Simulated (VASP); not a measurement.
# Y2TaN3 (P-6m2) in VASP: notebook

Runs on Y2TaN3. Level: PBE. Tasks: single point, relaxation of cell and atoms.

All numbers are computed with VASP 6.6.1; they aren't measurements. Logs are shortened: lines on timing, memory, paths and dates and some standing lists are left out, and cuts for length are marked.

### 1 The cell of the first run

The structure is hexagonal, space group P-6m2 (No. 187). The conventional cell has a = 3.541 Å, b = 3.541 Å, c = 8.547 Å, α = 90.00°, β = 90.00°, γ = 120.00°. Y (site symmetry 3m) has 6 N at 2.51 Å and 1 Y at 2.90 Å within 3.3 Å. Within 2.7 Å of Ta (site symmetry -6m2) lie 3 N at 2.04 Å. Within 2.7 Å of N (site symmetry -6m2) lie 3 N at 2.04 Å and 6 Y at 2.51 Å. N (site symmetry -6m2) has 3 Ta at 2.04 Å within 2.7 Å. N (site symmetry -6m2) has 3 N at 2.04 Å and 6 Y at 2.51 Å within 2.7 Å.

### 2 Single point, PBE

Contents of INCAR:

```
ALGO = Normal ; EDIFF = 1E-7
ENCUT = 520 ; GGA = PE
ISIF = 2 ; ISMEAR = 0
LASPH = T ; LCHARG = F
LREAL = F ; LWAVE = F
NBANDS = 33 ; NELM = 80
PREC = Accurate ; SIGMA = 0.1
```

Contents of KPOINTS:

```
k-points
0
Gamma
  6 6 2
```

Contents of POSCAR:

```
Y2TaN3
1.0
    3.5408080339      0.0000000025      0.0000000000
   -1.7704040192      3.0664297060      0.0000000000
    0.0000000000      0.0000000000      8.5470567188
Y Ta N
2 1 3
Direct
    0.3333333333      0.6666666667      0.3302992756
    0.3333333333      0.6666666667      0.6697007244
    0.6666666667      0.3333333333      0.0000000000
    0.6666666667      0.3333333333      0.5000000000
    0.0000000000      0.0000000000      0.0000000000
    0.0000000000      0.0000000000      0.5000000000
```

Potentials or basis: VASP PAW PBE potentials, release 64 (Y_sv, Ta_pv, N).

Launch:

```sh
> cat potpaw_PBE.64/Y_sv/POTCAR potpaw_PBE.64/Ta_pv/POTCAR potpaw_PBE.64/N/POTCAR > POTCAR
> mpirun -np 1 vasp_std > vasp.out
```

OUTCAR:

```text
EDIFF = 1E-7
   ENCUT = 520
   GGA = PE
   ISIF = 2
   ISMEAR = 0
   LASPH = T
   LREAL = F
   NELM = 80
   PREC = Accurate

 ion  position               nearest neighbor table
   1  0.333  0.667  0.330-   4 2.51   4 2.51   6 2.51   6 2.51   6 2.51   4 2.51   2 2.90   3 3.49
                             3 3.49   3 3.49
   2  0.333  0.667  0.670-   4 2.51   4 2.51   6 2.51   6 2.51   6 2.51   4 2.51   1 2.90   3 3.49
                             3 3.49   3 3.49
   3  0.667  0.333  0.000-   5 2.04   5 2.04   5 2.04   2 3.49   1 3.49   2 3.49   1 3.49   1 3.49
                             2 3.49
   4  0.667  0.333  0.500-   1 2.51   2 2.51   1 2.51   2 2.51   1 2.51   2 2.51
   5  0.000  0.000  0.000-   3 2.04   3 2.04   3 2.04
   6  0.000  0.000  0.500-   1 2.51   2 2.51   1 2.51   2 2.51   1 2.51   2 2.51

  LATTYP: Found a hexagonal cell.
 ALAT       =     3.5408080339
 C/A-ratio  =     2.4138718160

  Lattice vectors:

 A1 = (   3.5408080339,   0.0000000025,   0.0000000000)
 A2 = (  -1.7704040192,   3.0664297060,   0.0000000000)
 A3 = (   0.0000000000,   0.0000000000,   8.5470567188)

Analysis of symmetry for initial positions (statically):
=====================================================================
 Subroutine PRICEL returns:
 Original cell was already a primitive cell.

 Routine SETGRP: Setting up the symmetry group for a
 hexagonal supercell.

 Subroutine GETGRP returns: Found 12 space group operations
 (whereof 12 operations were pure point group operations)
 out of a pool of 24 trial point group operations.

The static configuration has the point symmetry D_3h.

Analysis of symmetry for dynamics (positions and initial velocities):
=====================================================================
 Subroutine PRICEL returns:
 Original cell was already a primitive cell.

 Routine SETGRP: Setting up the symmetry group for a
 hexagonal supercell.

 Subroutine GETGRP returns: Found 12 space group operations
 (whereof 12 operations were pure point group operations)
 out of a pool of 24 trial point group operations.

The dynamic configuration has the point symmetry D_3h.

 Subroutine INISYM returns: Found 12 space group operations
 (whereof 12 operations are pure point group operations),
 and found     1 'primitive' translations

----------------------------------------------------------------------------------------

                                     Primitive cell

  volume of cell :      92.8009

  direct lattice vectors                    reciprocal lattice vectors
     3.540808034  0.000000003  0.000000000     0.282421411  0.163056078  0.000000000
    -1.770404019  3.066429706  0.000000000    -0.000000000  0.326112155  0.000000000
     0.000000000  0.000000000  8.547056719     0.000000000  0.000000000  0.116999341

  length of vectors
     3.540808034  3.540808034  8.547056719     0.326112155  0.326112155  0.116999341

  position of ions in fractional coordinates (direct lattice)
     0.333333333  0.666666667  0.330299276
     0.333333333  0.666666667  0.669700724
     0.666666667  0.333333333  0.000000000
     0.666666667  0.333333333  0.500000000
     0.000000000  0.000000000  0.000000000
     0.000000000  0.000000000  0.500000000

  ion indices of the primitive-cell ions
   primitive index   ion index
                 1           1
                 2           2
                 3           3
                 4           4
                 5           5
                 6           6

----------------------------------------------------------------------------------------

 KPOINTS: k-points

Automatic generation of k-mesh.
 Grid dimensions read from file:
 generate k-points for:    6    6    2

 Generating k-lattice:

  Cartesian coordinates                     Fractional coordinates (reciprocal lattice)
     0.047070235  0.027176013  0.000000000     0.166666667 -0.000000000  0.000000000
    -0.000000000  0.054352026  0.000000000    -0.000000000  0.166666667  0.000000000
     0.000000000  0.000000000  0.058499670     0.000000000  0.000000000  0.500000000

  Length of vectors
     0.054352026  0.054352026  0.058499670

  Shift w.r.t. Gamma in fractional coordinates (k-lattice)
     0.000000000  0.000000000  0.000000000

 Subroutine IBZKPT returns following result:
 ===========================================

 Found     14 irreducible k-points:

 Following reciprocal coordinates:
            Coordinates               Weight
  0.000000  0.000000  0.000000      1.000000
  0.166667  0.000000  0.000000      6.000000
  0.333333  0.000000  0.000000      6.000000
  0.500000  0.000000  0.000000      3.000000
  0.166667  0.166667  0.000000      6.000000
  0.333333  0.166667  0.000000     12.000000
  0.333333  0.333333  0.000000      2.000000
  0.000000  0.000000  0.500000      1.000000
  0.166667  0.000000  0.500000      6.000000
  0.333333  0.000000  0.500000      6.000000
  0.500000  0.000000  0.500000      3.000000
  0.166667  0.166667  0.500000      6.000000
  0.333333  0.166667  0.500000     12.000000
  0.333333  0.333333  0.500000      2.000000
   k-points           NKPTS =     14   k-points in BZ     NKDIM =     14   number of bands    NBANDS=     33
   number of dos      NEDOS =    301   number of ions     NIONS =      6
   total plane-waves  NPLWV =  50176
   dimension x,y,z NGX =    28 NGY =   28 NGZ =   64
   dimension x,y,z NGXF=    56 NGYF=   56 NGZF=  128
   ions per type =               2   1   3
   NGX,Y,Z   is equivalent  to a cutoff of  13.15, 13.15, 12.45 a.u.
   NGXF,Y,Z  is equivalent  to a cutoff of  26.29, 26.29, 24.90 a.u.
 SYSTEM =  unknown system
   PREC   = accura    normal or accurate (medium, high low for compatibility)
   ISTART =      0    job   : 0-new  1-cont  2-samecut
   ICHARG =      2    charge: 1-file 2-atom 10-const
   ISPIN  =      1    spin polarized calculation?
   LNONCOLLINEAR =      F non collinear calculations
   LSORBIT =      F    spin-orbit coupling
   LASPH  =      T    aspherical Exc in radial PAW
   ENCUT  =  520.0 eV  38.22 Ry    6.18 a.u.   6.58  6.58 15.89*2*pi/ulx,y,z
   NELM   =     80;   NELMIN=  2; NELMDL= -5     # of ELM steps
   EDIFF  = 0.1E-06   stopping-criterion for ELM
   LREAL  =      F    real-space projection
   EDIFFG = 0.1E-05   stopping-criterion for IOM
   NSW    =      0    number of steps for IOM
   IBRION =     -1    ionic relax: 0-MD 1-quasi-New 2-CG
   NFREE  =      0    steps in history (QN), initial steepest desc. (CG)
   ISIF   =      2    stress and relaxation
   ISYM   =      2    0-nonsym 1-usesym 2-fastsym
   POTIM  = 0.5000    time-step for ionic-motion
   TEBEG  =    0.0;   TEEND  =   0.0 temperature during run
   PSTRESS=    0.0 pullay stress
   NELECT =      48.0000    total number of electrons
   NUPDOWN=      -1.0000    fix difference up-down
   EMIN   =  10.00;   EMAX   =-10.00  energy-range for DOS
   EFERMI =   0.00;   METHOD = LEGACY
   ISMEAR =     0;   SIGMA  =   0.10  broadening in eV -4-tet -1-fermi 0-gaus
   EFERMI_NEDOS =   21; number of points for ismear=-14 and -15
   IALGO  =     38    algorithm
   IMIX   =      4    mixing-type and parameters
     AMIX     =   0.40;   BMIX     =  1.00
     AMIX_MAG =   1.60;   BMIX_MAG =  1.00
  volume/ion in A,a.u.               =      15.47       104.38
  Fermi-wavevector in a.u.,A,eV,Ry     =   1.314129  2.483343 23.496369  1.726934
  Thomas-Fermi vector in A             =   2.444403
   LORBIT       =      0    0 simple, 1 ext, 2 COOP (PROOUT), +10 PAW based schemes
   GGA     = PE    functional components
   LHFCALC =     F    Hartree Fock is set to
   AEXX    =    0.0000 exact exchange contribution
   IVDW    =     0    specifies the selected vdW correction
   LEPSILON=     F    determine dielectric tensor
   LRPA    =     F    only Hartree local field effects (RPA)
 non-spin polarized calculation
 Gauss-broadening in eV      SIGMA  =   0.10
  energy-cutoff  :      520.00
  volume of cell :       92.80
 maximum number of plane-waves:      2539
 NGX is ok and might be reduce to    28
   NGX = 13   NGY = 13   NGZ = 31

 number of electron      47.9999995 magnetization

 Free energy of the ion-electron system (eV)
  ---------------------------------------------------
  ext. energy  EPLUGINS =         0.00000000
  ---------------------------------------------------
  free energy    TOTEN  =       -50.53384711 eV

  energy without entropy =      -50.51856213  energy(sigma->0) =      -50.52620462

 E-fermi :   5.2499     XC(G=0): -11.0872

 val. band max:        5.1531919248   @ k =   0.5000   0.0000   0.5000
 cond. band min:       5.2595152942   @ k =   0.5000   0.0000   0.0000
 fundamental gap:      0.1063233694
 Fermi energy:         5.2499411020

 k-point     1 :       0.0000    0.0000    0.0000
  band No.  band energies     occupation
      1     -37.2010      2.00000
      2     -37.0727      2.00000
      3     -29.6869      2.00000
      4     -29.6869      2.00000
      5     -29.6389      2.00000
      6     -18.0339      2.00000
[... 25 lines left out ...]
     32       9.1394      0.00000
     33       9.1428      0.00000

 k-point     2 :       0.1667    0.0000    0.0000
  band No.  band energies     occupation
      1     -37.1857      2.00000
      2     -37.0592      2.00000
      3     -29.7447      2.00000
      4     -29.7001      2.00000
      5     -29.6336      2.00000
      6     -17.9735      2.00000
[... 25 lines left out ...]
     32       8.9457      0.00000
     33       9.4269      0.00000
[... 394 lines left out ...]
     32       9.3354      0.00000
     33       9.7648      0.00000

 k-point    14 :       0.3333    0.3333    0.5000
  band No.  band energies     occupation
      1     -37.1318      2.00000
      2     -37.0115      2.00000
      3     -29.8769      2.00000
      4     -29.8120      2.00000
      5     -29.6150      2.00000
      6     -17.6687      2.00000
[... 25 lines left out ...]
     32       9.4371      0.00000
     33      10.0384      0.00000

------------------------ aborting loop because EDIFF is reached ----------------------------------------

  FORCE on cell =-STRESS in cart. coord.  units (eV):
  Direction    XX          YY          ZZ          XY          YZ          ZX
  --------------------------------------------------------------------------------------
  -------------------------------------------------------------------------------------
  Total       -0.0486838     -0.0486838     -0.0283858      0.0000000     -0.0000000      0.0000000
  in kB       -0.8405098     -0.8405098     -0.4900722      0.0000000     -0.0000000      0.0000000
  external PRESSURE =      -0.7236973 kB  Pullay stress =       0.0000000 kB

 VOLUME and BASIS-vectors are now :
 -----------------------------------------------------------------------------
  energy-cutoff  :      520.00
  volume of cell :       92.80
      direct lattice vectors                 reciprocal lattice vectors
     3.540808034  0.000000003  0.000000000     0.282421411  0.163056078  0.000000000
    -1.770404019  3.066429706  0.000000000    -0.000000000  0.326112155  0.000000000
     0.000000000  0.000000000  8.547056719     0.000000000  0.000000000  0.116999341

 POSITION                                       TOTAL-FORCE (eV/Angst)
 -----------------------------------------------------------------------------------
     -0.00000      2.04429      2.82309         0.000000     -0.000000      0.003749
     -0.00000      2.04429      5.72397         0.000000     -0.000000     -0.003749
      1.77040      1.02214      0.00000         0.000000      0.000000      0.000000
      1.77040      1.02214      4.27353         0.000000     -0.000000      0.000000
      0.00000      0.00000      0.00000        -0.000000      0.000000      0.000000
      0.00000      0.00000      4.27353         0.000000     -0.000000      0.000000
 -----------------------------------------------------------------------------------
    total drift:                                0.000000     -0.000000     -0.000000

  FREE ENERGIE OF THE ION-ELECTRON SYSTEM (eV)
  ---------------------------------------------------
  free  energy   TOTEN  =       -50.5338471080 eV

  energy  without entropy=      -50.5185621317  energy(sigma->0) =      -50.52620462
```

Wall time 40 s (1 thread of AMD EPYC 9R45 (Zen 5), shared host); peak memory 0.21 GiB.

What came out:

```yaml
Free_energy: -50.5338 eV
Pressure: -0.1 GPa
Largest_force: 0.004 eV/Å
Band_gap_on_the_k_mesh: zero (band 24 reaches 5.73 eV, above the bottom of band 25 at 4.18 eV)
```

Forces on the atoms (eV/Å):
```
Y    0.000  0.000  0.004
Y    0.000  0.000 -0.004
Ta   0.000  0.000  0.000
N    0.000  0.000  0.000
N    0.000  0.000  0.000
N    0.000  0.000  0.000
```

Levels at points of the mesh, in eV from the Fermi level:
| k point | band 22 | band 23 | band 24 | band 25 | band 26 | band 27 |
| --- | --- | --- | --- | --- | --- | --- |
| (0.00, 0.00, 0.00) | -1.24 | -1.24 | -0.43 | -0.38 | 0.95 | 0.95 |
| (0.50, 0.00, 0.00) | -1.67 | 0.01 | 0.37 | 0.37 | 0.78 | 1.41 |
| (0.00, 0.00, 0.50) | -1.27 | -1.27 | -0.61 | -0.41 | 1.17 | 1.17 |
| (0.50, 0.00, 0.50) | -1.38 | -0.10 | 0.11 | 0.41 | 0.94 | 1.16 |

Caveat: the k points lie up to 0.37 Å⁻¹ apart; spin-orbit coupling is left out, which moves the levels of the heavy elements.

(Part 1 of 2 ends here.)
